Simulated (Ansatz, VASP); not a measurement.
## One calculation of PbF2, two programs

```
CELL_PARAMETERS angstrom
2.12108 1.22461 3.46602
-2.12108 1.22461 3.46602
0.00000 -2.44922 3.46602
ATOMIC_POSITIONS crystal
Pb 0.00000 0.00000 0.00000
F 0.24995 0.24995 0.24995
F 0.75005 0.75005 0.75005
```

Alike in both runs: task single point; functional PBEsol; k mesh 10 × 10 × 10; occupations gaussian, width 0.05 eV; no spin polarisation.

|  | VASP | Ansatz |
| --- | --- | --- |
| version | VASP 6.6.1 | Ansatz 0.2.0 |
| potentials or method | VASP PAW PBE potentials, release 64 (Pb_d, F), cutoff 520 eV | scalar-relativistic, plane waves, PAW |
| valence electrons in the cell | 28 | 28 |

Ansatz gave:

- gap on the k mesh at the Fermi level (eV): 4.32
- least direct gap on the mesh (eV): 4.46
- pressure (GPa): -3.5

Question: Which values does VASP return?

Answer: gap on the k mesh at the Fermi level (eV): 4.31; least direct gap on the mesh (eV): 4.46; pressure (GPa): -3.7.

VASP's potentials were made for PBE, not for PBEsol.

Spin-orbit coupling is off throughout.
